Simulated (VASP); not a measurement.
# ReS (P6_3/mmc) in VASP: single point with r2SCAN

Aim: the single point of ReS with r2SCAN.

Program: VASP 6.6.1. These are calculated values, not measurements. Logs are shortened: lines on timing, memory, paths and dates and some standing lists are left out, and cuts for length are marked.

**1. The cell of the first run**

The structure is hexagonal, space group P6_3/mmc (No. 194). The conventional cell has a = 3.670 Å, b = 3.670 Å, c = 5.160 Å, α = 90.00°, β = 90.00°, γ = 120.00°. Within 3.3 Å of Re (site symmetry -3m) lie 6 S at 2.48 Å and 2 Re at 2.58 Å. S (site symmetry -6m2) has 6 Re at 2.48 Å and 6 S at 3.34 Å within 3.4 Å.

**2. Single point, r2SCAN**

Input file POSCAR:

```
ReS
1.0
    3.6699871363      0.0000000000      0.0000000000
   -1.8349935682      3.1783020916      0.0000000000
    0.0000000000      0.0000000000      5.1599990560
Re S
2 2
Direct
    0.0000000000      0.0000000000      0.0000000000
    0.0000000000      0.0000000000      0.5000000000
    0.3333333333      0.6666666667      0.2500000000
    0.6666666667      0.3333333333      0.7500000000
```

Input file INCAR.step1:

```
PREC = Accurate ; ENCUT = 610
ISMEAR = 0 ; SIGMA = 0.1
LREAL = F ; LASPH = T
NELM = 120 ; NBANDS = 29
GGA = PE ; ALGO = Normal
EDIFF = 1E-5 ; LWAVE = T
LCHARG = F ; GGA_COMPAT = F
```

Input file INCAR.step2:

```
PREC = Accurate ; ENCUT = 610
EDIFF = 1E-6 ; ISMEAR = 0
SIGMA = 0.1 ; LREAL = F
LASPH = T ; NELM = 120
ALGO = Normal ; ISIF = 2
LWAVE = F ; LCHARG = T
METAGGA = R2SCAN ; LMIXTAU = T
LELF = T ; LVHAR = T
NBANDS = 29 ; ISTART = 1
GGA_COMPAT = F
```

Input file KPOINTS:

```
Automatic mesh
0
Gamma
  6 6 4
```

Potentials or basis: VASP PAW PBE potentials, release 64 (Re_sv_GW, S).

Run with:

```
$ cat potpaw_PBE.64/Re_sv_GW/POTCAR potpaw_PBE.64/S/POTCAR > POTCAR
$ cp INCAR.step1 INCAR
$ mpirun -np 1 vasp_std > vasp.out
$ cp INCAR.step2 INCAR
$ mpirun -np 1 vasp_std > vasp.out
```

OUTCAR:

```text
PREC = Accurate
   ENCUT = 610
   EDIFF = 1E-6
   ISMEAR = 0
   LREAL = F
   LASPH = T
   NELM = 120
   ISIF = 2
   METAGGA = R2SCAN
   ISTART = 1

 ion  position               nearest neighbor table
   1  0.000  0.000  0.000-   3 2.48   4 2.48   4 2.48   3 2.48   4 2.48   3 2.48   2 2.58   2 2.58

   2  0.000  0.000  0.500-   3 2.48   4 2.48   4 2.48   3 2.48   4 2.48   3 2.48   1 2.58   1 2.58

   3  0.333  0.667  0.250-   1 2.48   2 2.48   1 2.48   2 2.48   1 2.48   2 2.48
   4  0.667  0.333  0.750-   1 2.48   2 2.48   1 2.48   2 2.48   1 2.48   2 2.48

  LATTYP: Found a hexagonal cell.
 ALAT       =     3.6699871363
 C/A-ratio  =     1.4059992213

  Lattice vectors:

 A1 = (   3.6699871363,   0.0000000000,   0.0000000000)
 A2 = (  -1.8349935682,   3.1783020916,   0.0000000000)
 A3 = (   0.0000000000,   0.0000000000,   5.1599990560)

Analysis of symmetry for initial positions (statically):
=====================================================================
 Subroutine PRICEL returns:
 Original cell was already a primitive cell.

 Routine SETGRP: Setting up the symmetry group for a
 hexagonal supercell.

 Subroutine GETGRP returns: Found 24 space group operations
 (whereof 12 operations were pure point group operations)
 out of a pool of 24 trial point group operations.

The static configuration has the point symmetry D_3d.
 The point group associated with its full space group is D_6h.

Analysis of symmetry for dynamics (positions and initial velocities):
=====================================================================
 Subroutine PRICEL returns:
 Original cell was already a primitive cell.

 Routine SETGRP: Setting up the symmetry group for a
 hexagonal supercell.

 Subroutine GETGRP returns: Found 24 space group operations
 (whereof 12 operations were pure point group operations)
 out of a pool of 24 trial point group operations.

The dynamic configuration has the point symmetry D_3d.
 The point group associated with its full space group is D_6h.

 Subroutine INISYM returns: Found 24 space group operations
 (whereof 12 operations are pure point group operations),
 and found     1 'primitive' translations

----------------------------------------------------------------------------------------

                                     Primitive cell

  volume of cell :      60.1879

  direct lattice vectors                    reciprocal lattice vectors
     3.669987136  0.000000000  0.000000000     0.272480519  0.157316701  0.000000000
    -1.834993568  3.178302092  0.000000000     0.000000000  0.314633402  0.000000000
     0.000000000  0.000000000  5.159999056     0.000000000  0.000000000  0.193798485

  length of vectors
     3.669987136  3.669987136  5.159999056     0.314633402  0.314633402  0.193798485

  position of ions in fractional coordinates (direct lattice)
     0.000000000  0.000000000  0.000000000
     0.000000000  0.000000000  0.500000000
     0.333333333  0.666666667  0.250000000
     0.666666667  0.333333333  0.750000000

  ion indices of the primitive-cell ions
   primitive index   ion index
                 1           1
                 2           2
                 3           3
                 4           4

----------------------------------------------------------------------------------------

 KPOINTS: Automatic mesh

Automatic generation of k-mesh.
 Grid dimensions read from file:
 generate k-points for:    6    6    4

 Generating k-lattice:

  Cartesian coordinates                     Fractional coordinates (reciprocal lattice)
     0.045413420  0.026219450  0.000000000     0.166666667  0.000000000  0.000000000
     0.000000000  0.052438900  0.000000000     0.000000000  0.166666667  0.000000000
     0.000000000  0.000000000  0.048449621     0.000000000  0.000000000  0.250000000

  Length of vectors
     0.052438900  0.052438900  0.048449621

  Shift w.r.t. Gamma in fractional coordinates (k-lattice)
     0.000000000  0.000000000  0.000000000

 Subroutine IBZKPT returns following result:
 ===========================================

 Found     21 irreducible k-points:

 Following reciprocal coordinates:
            Coordinates               Weight
  0.000000  0.000000  0.000000      1.000000
  0.166667  0.000000  0.000000      6.000000
  0.333333  0.000000  0.000000      6.000000
  0.500000  0.000000  0.000000      3.000000
  0.166667  0.166667  0.000000      6.000000
  0.333333  0.166667  0.000000     12.000000
[... 13 lines left out ...]
  0.333333  0.166667  0.500000     12.000000
  0.333333  0.333333  0.500000      2.000000
   k-points           NKPTS =     21   k-points in BZ     NKDIM =     21   number of bands    NBANDS=     29
   number of dos      NEDOS =    301   number of ions     NIONS =      4
   total plane-waves  NPLWV =  37800
   dimension x,y,z NGX =    30 NGY =   30 NGZ =   42
   dimension x,y,z NGXF=    60 NGYF=   60 NGZF=   84
   ions per type =               2   2
   NGX,Y,Z   is equivalent  to a cutoff of  13.59, 13.59, 13.53 a.u.
   NGXF,Y,Z  is equivalent  to a cutoff of  27.18, 27.18, 27.06 a.u.
 SYSTEM =  unknown system
   PREC   = accura    normal or accurate (medium, high low for compatibility)
   ISTART =      1    job   : 0-new  1-cont  2-samecut
   ICHARG =      0    charge: 1-file 2-atom 10-const
   ISPIN  =      1    spin polarized calculation?
   LNONCOLLINEAR =      F non collinear calculations
   LSORBIT =      F    spin-orbit coupling
   LASPH  =      T    aspherical Exc in radial PAW
   ENCUT  =  610.0 eV  44.83 Ry    6.70 a.u.   7.39  7.39 10.39*2*pi/ulx,y,z
   NELM   =    120;   NELMIN=  2; NELMDL=  0     # of ELM steps
   EDIFF  = 0.1E-05   stopping-criterion for ELM
   LREAL  =      F    real-space projection
   EDIFFG = 0.1E-04   stopping-criterion for IOM
   NSW    =      0    number of steps for IOM
   IBRION =     -1    ionic relax: 0-MD 1-quasi-New 2-CG
   NFREE  =      0    steps in history (QN), initial steepest desc. (CG)
   ISIF   =      2    stress and relaxation
   ISYM   =      2    0-nonsym 1-usesym 2-fastsym
   POTIM  = 0.5000    time-step for ionic-motion
   TEBEG  =    0.0;   TEEND  =   0.0 temperature during run
   PSTRESS=    0.0 pullay stress
   NELECT =      42.0000    total number of electrons
   NUPDOWN=      -1.0000    fix difference up-down
   EMIN   =  10.00;   EMAX   =-10.00  energy-range for DOS
   EFERMI =   0.00;   METHOD = LEGACY
   ISMEAR =     0;   SIGMA  =   0.10  broadening in eV -4-tet -1-fermi 0-gaus
   EFERMI_NEDOS =   21; number of points for ismear=-14 and -15
   IALGO  =     38    algorithm
   IMIX   =      4    mixing-type and parameters
     AMIX     =   0.40;   BMIX     =  1.00
     AMIX_MAG =   1.60;   BMIX_MAG =  1.00
  volume/ion in A,a.u.               =      15.05       101.54
  Fermi-wavevector in a.u.,A,eV,Ry     =   1.452072  2.744018 28.688062  2.108513
  Thomas-Fermi vector in A             =   2.569496
   LORBIT       =      0    0 simple, 1 ext, 2 COOP (PROOUT), +10 PAW based schemes
   METAGGA = R2SCAN    functional components
   LHFCALC =     F    Hartree Fock is set to
   AEXX    =    0.0000 exact exchange contribution
   IVDW    =     0    specifies the selected vdW correction
   LEPSILON=     F    determine dielectric tensor
   LRPA    =     F    only Hartree local field effects (RPA)
 non-spin polarized calculation
 Gauss-broadening in eV      SIGMA  =   0.10
  energy-cutoff  :      610.00
  volume of cell :       60.19
 maximum number of plane-waves:      2103
 NGX is ok and might be reduce to    30
   NGX = 15   NGY = 15   NGZ = 21

 number of electron      41.9999999 magnetization

 Free energy of the ion-electron system (eV)
  ---------------------------------------------------
  ext. energy  EPLUGINS =         0.00000000
  ---------------------------------------------------
  free energy    TOTEN  =      -122.75013363 eV

  energy without entropy =     -122.74107925  energy(sigma->0) =     -122.74560644

 E-fermi :  11.3959     XC(G=0): -13.4141

 val. band max:       11.3096477027   @ k =   0.3333   0.1667   0.2500
 cond. band min:      11.5142829728   @ k =   0.3333   0.1667   0.2500
 fundamental gap:      0.2046352702
 Fermi energy:        11.3958601941

 k-point     1 :       0.0000    0.0000    0.0000
  band No.  band energies     occupation
      1     -70.9679      2.00000
      2     -70.8686      2.00000
      3     -32.9933      2.00000
      4     -32.1457      2.00000
      5     -32.1457      2.00000
      6     -31.9952      2.00000
[... 21 lines left out ...]
     28      16.6576      0.00000
     29      17.2758      0.00000

 k-point     2 :       0.1667    0.0000    0.0000
  band No.  band energies     occupation
      1     -70.9675      2.00000
      2     -70.8682      2.00000
      3     -32.9897      2.00000
      4     -32.1621      2.00000
      5     -32.1493      2.00000
      6     -32.0072      2.00000
[... 21 lines left out ...]
     28      16.1429      0.00000
     29      18.4497      0.00000

 k-point     3 :       0.3333    0.0000    0.0000
  band No.  band energies     occupation
      1     -70.9668      2.00000
      2     -70.8676      2.00000
      3     -32.9828      2.00000
      4     -32.1949      2.00000
      5     -32.1571      2.00000
      6     -32.0318      2.00000
[... 21 lines left out ...]
     28      18.3814      0.00000
     29      18.7278      0.00000

 k-point     4 :       0.5000    0.0000    0.0000
  band No.  band energies     occupation
      1     -70.9664      2.00000
      2     -70.8672      2.00000
      3     -32.9792      2.00000
      4     -32.2113      2.00000
      5     -32.1611      2.00000
      6     -32.0438      2.00000
[... 501 lines left out ...]
     28      17.7277      0.00000
     29      18.5545      0.00000

 k-point    20 :       0.3333    0.1667    0.5000
  band No.  band energies     occupation
      1     -70.9170      2.00000
      2     -70.9170      2.00000
      3     -32.3680      2.00000
      4     -32.3680      2.00000
      5     -32.1210      2.00000
      6     -32.1210      2.00000
[... 21 lines left out ...]
     28      16.0432      0.00000
     29      19.2091      0.00000

 k-point    21 :       0.3333    0.3333    0.5000
  band No.  band energies     occupation
      1     -70.9168      2.00000
      2     -70.9168      2.00000
      3     -32.3667      2.00000
      4     -32.3667      2.00000
      5     -32.1126      2.00000
      6     -32.1126      2.00000
[... 21 lines left out ...]
     28      16.8059      0.00000
     29      17.8625      0.00000

------------------------ aborting loop because EDIFF is reached ----------------------------------------

  FORCE on cell =-STRESS in cart. coord.  units (eV):
  Direction    XX          YY          ZZ          XY          YZ          ZX
  --------------------------------------------------------------------------------------
  -------------------------------------------------------------------------------------
  Total       -0.2411460     -0.2411460     -0.2301608      0.0000000      0.0000000     -0.0000000
  in kB       -6.4192059     -6.4192059     -6.1267854      0.0000000      0.0000000     -0.0000000
  external PRESSURE =      -6.3217324 kB  Pullay stress =       0.0000000 kB

 VOLUME and BASIS-vectors are now :
 -----------------------------------------------------------------------------
  energy-cutoff  :      610.00
  volume of cell :       60.19
      direct lattice vectors                 reciprocal lattice vectors
     3.669987136  0.000000000  0.000000000     0.272480519  0.157316701  0.000000000
    -1.834993568  3.178302092  0.000000000     0.000000000  0.314633402  0.000000000
     0.000000000  0.000000000  5.159999056     0.000000000  0.000000000  0.193798485

 POSITION                                       TOTAL-FORCE (eV/Angst)
 -----------------------------------------------------------------------------------
      0.00000      0.00000      0.00000         0.000000      0.000000     -0.000000
      0.00000      0.00000      2.58000         0.000000      0.000000     -0.000000
     -0.00000      2.11887      1.29000         0.000000     -0.000000      0.000000
      1.83499      1.05943      3.87000        -0.000000      0.000000     -0.000000
 -----------------------------------------------------------------------------------
    total drift:                                0.000000      0.000000     -0.000000

  FREE ENERGIE OF THE ION-ELECTRON SYSTEM (eV)
  ---------------------------------------------------
  free  energy   TOTEN  =      -122.7501336282 eV

  energy  without entropy=     -122.7410792495  energy(sigma->0) =     -122.74560644
```

Run time: 3.2 min. Hardware: 1 thread of Intel Xeon Platinum 8375C at 2.90GHz (Ice Lake), shared host; peak memory 0.22 GiB.

What came out:

```yaml
Free_energy: -122.7501 eV
Pressure: -0.6 GPa
Band_gap_on_the_k_mesh: zero (bands 21 and 22 overlap by 2.56 eV)
```

Caveat: the PAW data sets were made with another functional, which shifts forces and pressure a little; spin-orbit coupling is left out, which moves the levels of the heavy elements.

The gap in the log of VASP goes by the Fermi energy; the results here count the filled bands.